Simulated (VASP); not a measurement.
# Nb32H (a cell with a defect) in VASP: notebook

Runs on Nb32H (a cell with a defect). Level: PBE. Tasks: single point, relaxation of the atoms.

All numbers are computed with VASP 6.6.1; they aren't measurements. Logs are shortened: lines on timing, memory, paths and dates and some standing lists are left out, and cuts for length are marked.

## 1. The cell of the first run

The cell holds a defect, 33 atoms: a = 9.358 Å, b = 9.358 Å, c = 9.358 Å, α = 60.00°, β = 60.00°, γ = 60.00°.

## 2. Single point, PBE

Input file INCAR:

```
SYSTEM = Nb32H
ALGO = Normal ; EDIFF = 1E-7
ENCUT = 520 ; GGA = PE
ISIF = 2 ; ISMEAR = 1
LASPH = .True. ; LCHARG = .True.
LELF = .True. ; LREAL = Auto
LVHAR = .True. ; LWAVE = .False.
NBANDS = 230 ; NELM = 60
PREC = Accurate ; SIGMA = 0.1
```

Input file KPOINTS:

```
k-points
0
Gamma
  1 1 1
  0 0 0
```

Input file POSCAR:

```
Nb32H
1.0
    0.0000000000      6.6171497900      6.6171497900
    6.6171497900      0.0000000000      6.6171497900
    6.6171497900      6.6171497900      0.0000000000
Nb H
32 1
Direct
    0.0000994386     -0.0015978178     -0.0012283234
    0.1224904265      0.1276400757      0.1265188981
    0.2530229106      0.2478490819      0.2487712312
    0.3789107213      0.3755486998      0.3716316055
    0.0024650341     -0.0003187928      0.4967645594
    0.1251031828      0.1264339673      0.6253776371
    0.2524627752      0.2414955155      0.7559564403
    0.3753823140      0.3748384242      0.8782139115
    0.0021356627      0.4981593442     -0.0003474306
    0.1243035939      0.6259780467      0.1285335117
    0.2523798845      0.7512898541      0.2446109808
    0.3749256219      0.8784138465      0.3756368042
   -0.0056939167      0.4992239264      0.4980964017
    0.1194391128      0.6328462605      0.6309336546
    0.2535405806      0.7483838446      0.7479785341
    0.3734843669      0.8762730456      0.8761451960
    0.5043280122     -0.0015833101     -0.0014669458
    0.6254905256      0.1255641064      0.1247983688
    0.7509513397      0.2486418703      0.2499029873
    0.8741506062      0.3755323030      0.3768571937
    0.5018638848     -0.0006934254      0.4972999863
    0.6221761076      0.1281147514      0.6260679645
    0.7516539081      0.2469270837      0.7502777869
    0.8717725430      0.3757242285      0.8786814088
    0.5006123641      0.4991712603     -0.0005392050
    0.6222757729      0.6260778630      0.1283691660
    0.7519316712      0.7508395091      0.2460736951
    0.8721791380      0.8778371632      0.3752843866
    0.5054788098      0.4977945346      0.4983892015
    0.6238271206      0.6261214619      0.6279158901
    0.7506327736      0.7496533489      0.7483066966
    0.8728258666      0.8771570365      0.8773592384
    0.1865165576      0.4404876862      0.5638066416
```

Potentials or basis: VASP PAW PBE potentials, release 64 (Nb_sv, H).

The run is started by

```
$ cat potpaw_PBE.64/Nb_sv/POTCAR potpaw_PBE.64/H/POTCAR > POTCAR
$ mpirun -np 1 vasp_gam > vasp.out
```

OUTCAR:

```text
SYSTEM = Nb32H
   EDIFF = 1E-7
   ENCUT = 520
   GGA = PE
   ISIF = 2
   ISMEAR = 1
   LASPH = .True.
   LREAL = Auto
   NELM = 60
   PREC = Accurate

 ion  position               nearest neighbor table
   1  0.000  0.998  0.999-  32 2.83  10 2.85  16 2.85   6 2.85  18 2.86  28 2.88  24 2.88   2 2.90

   2  0.122  0.128  0.127-   5 2.83   9 2.83   7 2.83  19 2.84   3 2.85  11 2.88   1 2.90  17 2.92

   3  0.253  0.248  0.249-  12 2.82   8 2.83  18 2.85   2 2.85   4 2.88   6 2.88  10 2.89  20 2.90

   4  0.379  0.376  0.372-  33 1.90  19 2.84  25 2.84  29 2.87  11 2.87  21 2.87   3 2.88   7 2.94
                            13 2.94
   5  0.002  1.000  0.497-  14 2.80   2 2.83  12 2.85  28 2.86  20 2.87   6 2.89  22 2.91  32 2.91

   6  0.125  0.126  0.625-  13 2.85   7 2.85   1 2.85  23 2.85   3 2.88  21 2.88   5 2.89  15 2.89

   7  0.252  0.241  0.756-  33 1.92  16 2.79  22 2.83   2 2.83   6 2.85   8 2.89  24 2.91   4 2.94
                            14 2.99
   8  0.375  0.375  0.878-   3 2.83  25 2.83   9 2.85  15 2.85  23 2.88  17 2.88   7 2.89  29 2.90

   9  0.002  0.498  1.000-  14 2.82   2 2.83   8 2.85  24 2.86  20 2.88  10 2.90  32 2.90  26 2.90

  10  0.124  0.626  0.129-  11 2.82  13 2.83  27 2.85   1 2.85  25 2.88   3 2.89   9 2.90  15 2.91

  11  0.252  0.751  0.245-  16 2.82  10 2.82  26 2.83   4 2.87   2 2.88  28 2.91  12 2.91  14 2.95

  12  0.375  0.878  0.376-   3 2.82  21 2.82  15 2.85   5 2.85  27 2.88  17 2.88  29 2.91  11 2.91

  13  0.994  0.499  0.498-  33 1.92  20 2.79  10 2.83  30 2.83   6 2.85  28 2.89  24 2.91   4 2.94
                            14 2.99
  14  0.119  0.633  0.631-  33 1.91  15 2.80   5 2.80   9 2.82  31 2.82  29 2.95  11 2.95   7 2.99
                            13 2.99
  15  0.254  0.748  0.748-  14 2.80  30 2.83  12 2.85   8 2.85  16 2.87   6 2.89  10 2.91  32 2.91

  16  0.373  0.876  0.876-   7 2.79  11 2.82   1 2.85  17 2.87  15 2.87  25 2.88  31 2.88  21 2.89

  17  0.504  0.998  0.999-  32 2.82  26 2.85  22 2.85  18 2.86  16 2.87   8 2.88  12 2.88   2 2.92

  18  0.625  0.126  0.125-   3 2.85  21 2.85  25 2.85  19 2.85  23 2.86  17 2.86   1 2.86  27 2.86

  19  0.751  0.249  0.250-  28 2.83  24 2.84   2 2.84   4 2.84  18 2.85  22 2.87  20 2.88  26 2.88

  20  0.874  0.376  0.377-  13 2.79  29 2.82  23 2.85  27 2.87   5 2.87  19 2.88   9 2.88   3 2.90

  21  0.502  0.999  0.497-  12 2.82  28 2.83  18 2.85  30 2.85   4 2.87   6 2.88  22 2.89  16 2.89

  22  0.622  0.128  0.626-  29 2.83   7 2.83  17 2.85  23 2.85  19 2.87  21 2.89  31 2.89   5 2.91

  23  0.752  0.247  0.750-  32 2.83  22 2.85  20 2.85   6 2.85  18 2.86   8 2.88  24 2.88  30 2.90

  24  0.872  0.376  0.879-  25 2.84  19 2.84   9 2.86  31 2.86  23 2.88   1 2.88  13 2.91   7 2.91

  25  0.501  0.499  0.999-   8 2.83  24 2.84  30 2.84   4 2.84  18 2.85  10 2.88  16 2.88  26 2.88

  26  0.622  0.626  0.128-  11 2.83  29 2.83  27 2.84  17 2.85  19 2.88  25 2.88   9 2.90  31 2.90

  27  0.752  0.751  0.246-  32 2.82  26 2.84  10 2.85  18 2.86  20 2.87  28 2.88  12 2.88  30 2.92

  28  0.872  0.878  0.375-  21 2.83  19 2.83  31 2.85   5 2.86  27 2.88   1 2.88  13 2.89  11 2.91

  29  0.505  0.498  0.498-  20 2.82  22 2.83  26 2.83   4 2.87  30 2.88   8 2.90  12 2.91  14 2.95

  30  0.624  0.626  0.628-  15 2.83  13 2.83  31 2.83  25 2.84  21 2.85  29 2.88  23 2.90  27 2.92

  31  0.751  0.750  0.748-  14 2.82  30 2.83  28 2.85  24 2.86  16 2.88  22 2.89  32 2.89  26 2.90

  32  0.873  0.877  0.877-  17 2.82  27 2.82  23 2.83   1 2.83  31 2.89   9 2.90   5 2.91  15 2.91

  33  0.187  0.440  0.564-   4 1.90  14 1.91   7 1.92  13 1.92

  LATTYP: Found a face centered cubic cell.
 ALAT       =    13.2342995800

  Lattice vectors:

 A1 = (   0.0000000000,   6.6171497900,   6.6171497900)
 A2 = (   6.6171497900,   0.0000000000,   6.6171497900)
 A3 = (   6.6171497900,   6.6171497900,   0.0000000000)

Analysis of symmetry for initial positions (statically):
=====================================================================
 Subroutine PRICEL returns:
 Original cell was already a primitive cell.

 Routine SETGRP: Setting up the symmetry group for a
 face centered cubic supercell.

 Subroutine GETGRP returns: Found  1 space group operations
 (whereof  1 operations were pure point group operations)
 out of a pool of 48 trial point group operations.

The static configuration has the point symmetry C_1 .

Analysis of symmetry for dynamics (positions and initial velocities):
=====================================================================
 Subroutine PRICEL returns:
 Original cell was already a primitive cell.

 Routine SETGRP: Setting up the symmetry group for a
 face centered cubic supercell.

 Subroutine GETGRP returns: Found  1 space group operations
 (whereof  1 operations were pure point group operations)
 out of a pool of 48 trial point group operations.

The dynamic configuration has the point symmetry C_1 .

 Subroutine INISYM returns: Found  1 space group operations
 (whereof  1 operations are pure point group operations),
 and found     1 'primitive' translations

----------------------------------------------------------------------------------------

                                     Primitive cell

  volume of cell :     579.4859

  direct lattice vectors                    reciprocal lattice vectors
     0.000000000  6.617149790  6.617149790    -0.075561233  0.075561233  0.075561233
     6.617149790  0.000000000  6.617149790     0.075561233 -0.075561233  0.075561233
     6.617149790  6.617149790  0.000000000     0.075561233  0.075561233 -0.075561233

  length of vectors
     9.358062977  9.358062977  9.358062977     0.130875895  0.130875895  0.130875895

  position of ions in fractional coordinates (direct lattice)
     0.000099439  0.998402182  0.998771677
     0.122490427  0.127640076  0.126518898
     0.253022911  0.247849082  0.248771231
     0.378910721  0.375548700  0.371631605
     0.002465034  0.999681207  0.496764559
     0.125103183  0.126433967  0.625377637
[... 25 lines left out ...]
     0.872825867  0.877157037  0.877359238
     0.186516558  0.440487686  0.563806642

  ion indices of the primitive-cell ions
   primitive index   ion index
                 1           1
                 2           2
                 3           3
                 4           4
                 5           5
                 6           6
[... 25 lines left out ...]
                32          32
                33          33

----------------------------------------------------------------------------------------

 KPOINTS: k-points

Automatic generation of k-mesh.
 Grid dimensions read from file:
 generate k-points for:    1    1    1

 Generating k-lattice:

  Cartesian coordinates                     Fractional coordinates (reciprocal lattice)
    -0.075561233  0.075561233  0.075561233     1.000000000  0.000000000  0.000000000
     0.075561233 -0.075561233  0.075561233     0.000000000  1.000000000  0.000000000
     0.075561233  0.075561233 -0.075561233     0.000000000  0.000000000  1.000000000

  Length of vectors
     0.130875895  0.130875895  0.130875895

  Shift w.r.t. Gamma in fractional coordinates (k-lattice)
     0.000000000  0.000000000  0.000000000

 Subroutine IBZKPT returns following result:
 ===========================================

 Found      1 irreducible k-points:

 Following reciprocal coordinates:
            Coordinates               Weight
  0.000000  0.000000  0.000000      1.000000
   k-points           NKPTS =      1   k-points in BZ     NKDIM =      1   number of bands    NBANDS=    230
   number of dos      NEDOS =    301   number of ions     NIONS =     33
   total plane-waves  NPLWV = 343000
   dimension x,y,z NGX =    70 NGY =   70 NGZ =   70
   dimension x,y,z NGXF=   140 NGYF=  140 NGZF=  140
   ions per type =              32   1
   NGX,Y,Z   is equivalent  to a cutoff of  12.44, 12.44, 12.44 a.u.
   NGXF,Y,Z  is equivalent  to a cutoff of  24.87, 24.87, 24.87 a.u.
 SYSTEM =  Nb32H
   PREC   = accura    normal or accurate (medium, high low for compatibility)
   ISTART =      0    job   : 0-new  1-cont  2-samecut
   ICHARG =      2    charge: 1-file 2-atom 10-const
   ISPIN  =      1    spin polarized calculation?
   LNONCOLLINEAR =      F non collinear calculations
   LSORBIT =      F    spin-orbit coupling
   LASPH  =      T    aspherical Exc in radial PAW
   ENCUT  =  520.0 eV  38.22 Ry    6.18 a.u.  17.40 17.40 17.40*2*pi/ulx,y,z
   NELM   =     60;   NELMIN=  2; NELMDL= -5     # of ELM steps
   EDIFF  = 0.1E-06   stopping-criterion for ELM
   LREAL  =      T    real-space projection
   EDIFFG = 0.1E-05   stopping-criterion for IOM
   NSW    =      0    number of steps for IOM
   IBRION =     -1    ionic relax: 0-MD 1-quasi-New 2-CG
   NFREE  =      0    steps in history (QN), initial steepest desc. (CG)
   ISIF   =      2    stress and relaxation
   ISYM   =      2    0-nonsym 1-usesym 2-fastsym
   POTIM  = 0.5000    time-step for ionic-motion
   TEBEG  =    0.0;   TEEND  =   0.0 temperature during run
   PSTRESS=    0.0 pullay stress
   NELECT =     417.0000    total number of electrons
   NUPDOWN=      -1.0000    fix difference up-down
   EMIN   =  10.00;   EMAX   =-10.00  energy-range for DOS
   EFERMI =   0.00;   METHOD = LEGACY
   ISMEAR =     1;   SIGMA  =   0.10  broadening in eV -4-tet -1-fermi 0-gaus
   EFERMI_NEDOS =   21; number of points for ismear=-14 and -15
   IALGO  =     38    algorithm
   IMIX   =      4    mixing-type and parameters
     AMIX     =   0.40;   BMIX     =  1.00
     AMIX_MAG =   1.60;   BMIX_MAG =  1.00
  volume/ion in A,a.u.               =      17.56       118.50
  Fermi-wavevector in a.u.,A,eV,Ry     =   1.467031  2.772286 29.282176  2.152179
  Thomas-Fermi vector in A             =   2.582697
   LORBIT       =      0    0 simple, 1 ext, 2 COOP (PROOUT), +10 PAW based schemes
   GGA     = PE    functional components
   LHFCALC =     F    Hartree Fock is set to
   AEXX    =    0.0000 exact exchange contribution
   IVDW    =     0    specifies the selected vdW correction
   LEPSILON=     F    determine dielectric tensor
   LRPA    =     F    only Hartree local field effects (RPA)
 non-spin polarized calculation
 Methfessel and Paxton  Order N= 1 SIGMA  =   0.10
  energy-cutoff  :      520.00
  volume of cell :      579.49
 maximum number of plane-waves:      7797
 NGX is ok and might be reduce to    70
   NGX = 35   NGY = 35   NGZ = 35

 number of electron     417.0000000 magnetization

 Free energy of the ion-electron system (eV)
  ---------------------------------------------------
  ext. energy  EPLUGINS =         0.00000000
  ---------------------------------------------------
  free energy    TOTEN  =      -346.21239098 eV

  energy without entropy =     -346.33383146  energy(sigma->0) =     -346.25287114

 E-fermi :  10.1929     XC(G=0): -12.4958

 val. band max:       10.0944405849   @ k =   0.0000   0.0000   0.0000
 cond. band min:      10.2374676248   @ k =   0.0000   0.0000   0.0000
 fundamental gap:      0.1430270399
 Fermi energy:        10.1928763140

 k-point     1 :       0.0000    0.0000    0.0000
  band No.  band energies     occupation
      1     -43.3399      2.00000
      2     -43.2452      2.00000
      3     -43.2168      2.00000
      4     -43.2063      2.00000
      5     -43.1929      2.00000
      6     -43.1652      2.00000
[... 212 lines left out ...]
    219      12.0376     -0.00000
    220      12.0480     -0.00000
 [bands above 220 left out]

------------------------ aborting loop because EDIFF is reached ----------------------------------------

  FORCE on cell =-STRESS in cart. coord.  units (eV):
  Direction    XX          YY          ZZ          XY          YZ          ZX
  --------------------------------------------------------------------------------------
  -------------------------------------------------------------------------------------
  Total      -20.5910933    -16.4189282    -16.7864367     -0.0036337      0.0126498      0.1405569
  in kB      -56.9307751    -45.3954675    -46.4115644     -0.0100467      0.0349746      0.3886152
  external PRESSURE =     -49.5792690 kB  Pullay stress =       0.0000000 kB

 VOLUME and BASIS-vectors are now :
 -----------------------------------------------------------------------------
  energy-cutoff  :      520.00
  volume of cell :      579.49
      direct lattice vectors                 reciprocal lattice vectors
     0.000000000  6.617149790  6.617149790    -0.075561233  0.075561233  0.075561233
     6.617149790  0.000000000  6.617149790     0.075561233 -0.075561233  0.075561233
     6.617149790  6.617149790  0.000000000     0.075561233  0.075561233 -0.075561233

 POSITION                                       TOTAL-FORCE (eV/Angst)
 -----------------------------------------------------------------------------------
     13.21560      6.60968      6.60723         0.005716      0.003353     -0.001821
      1.68181      1.64773      1.65515        -0.011882      0.001339     -0.002293
      3.28621      3.32045      3.31434        -0.003584     -0.005887     -0.011988
      4.94420      4.96645      4.99237        -0.005210     -0.006199      0.008517
      9.90221      3.30348      6.63135         0.002851      0.004886     -0.003366
      4.97485      4.96604      1.66446        -0.002719     -0.001865     -0.001514
[... 25 lines left out ...]
     11.60990     11.58124     11.57990        -0.015516     -0.002097      0.002447
      6.64557      4.96500      4.14898         0.000278     -0.000874     -0.004021
 -----------------------------------------------------------------------------------
    total drift:                               -0.008736     -0.000188     -0.004449

  FREE ENERGIE OF THE ION-ELECTRON SYSTEM (eV)
  ---------------------------------------------------
  free  energy   TOTEN  =      -346.2123909841 eV

  energy  without entropy=     -346.3338314630  energy(sigma->0) =     -346.25287114
```

Run time: 15 min. Hardware: 1 thread of Intel Xeon Platinum 8175M at 2.50GHz (Skylake/Cascade Lake), shared host; peak memory 0.7 GiB.

Results:

```
Free energy            : -346.2124 eV
Pressure               : -5.0 GPa
Largest force          : 0.021 eV/Å
Band gap on the k mesh : zero (an odd number of electrons rules out a gap without spin polarisation)
```

Forces on the atoms (eV/Å):
```
Nb   0.006  0.003 -0.002
Nb  -0.012  0.001 -0.002
Nb  -0.004 -0.006 -0.012
Nb  -0.005 -0.006  0.009
Nb   0.003  0.005 -0.003
Nb  -0.003 -0.002 -0.002
Nb   0.005 -0.007  0.001
Nb  -0.007  0.000 -0.003
Nb   0.015 -0.004  0.015
Nb  -0.011 -0.011  0.006
Nb   0.013  0.007  0.004
Nb  -0.004 -0.002  0.012
Nb   0.008  0.009  0.001
Nb  -0.003  0.002 -0.013
Nb   0.008 -0.002 -0.004
Nb  -0.004  0.006 -0.003
Nb   0.012 -0.013 -0.006
Nb   0.003  0.006  0.007
Nb   0.005  0.010  0.005
Nb  -0.005 -0.003 -0.002
Nb   0.002  0.009 -0.018
Nb  -0.007  0.012  0.006
Nb   0.009  0.002 -0.007
Nb  -0.009  0.004 -0.005
Nb   0.001 -0.005  0.004
Nb  -0.010 -0.010 -0.001
Nb   0.008  0.014 -0.001
Nb  -0.009 -0.008  0.005
Nb   0.004 -0.005 -0.001
Nb  -0.003 -0.009  0.005
Nb   0.008  0.005  0.004
Nb  -0.016 -0.002  0.002
H    0.000 -0.001 -0.004
```

Caveat: the k points lie up to 0.82 Å⁻¹ apart, too coarse for converged energies and pressures of a metal.

[end of part 1 of 2]
